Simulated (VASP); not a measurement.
Runs of VASP 6.6.1 on Cr. The structure is that of space group I4/mmm (No. 139), or close to it. The cells are those of the table. 

| cell | gap on the mesh (eV) | pressure (GPa) |
| --- | --- | --- |
| a = 2.645, b = 2.645, c = 2.916 Å, 2 atoms | none | (a) |
| a = 2.645, b = 2.645, c = 2.945 Å, 2 atoms | none | 27.5 |
| a = 2.983, b = 2.983, c = 2.713 Å, 2 atoms | none | -18.0 |
| a = 2.983, b = 2.983, c = 2.727 Å, 2 atoms | none | -19.1 |

Alike in all rows: task single point; level PBEsol; potentials or basis VASP PAW PBE potentials, release 64 (Cr_pv); no spin polarisation; k mesh 14 × 14 × 14; cutoff (eV) 520; smearing gaussian 0.1 eV.

Question: Fill in the values left out.

Answer: (a) 31.1.

Caveats: the PAW data sets were made with another functional, which shifts forces and pressure a little; the run has no spin polarisation, though such a crystal can be magnetic.

A gap of «none» marks levels without a gap at the run's occupations.
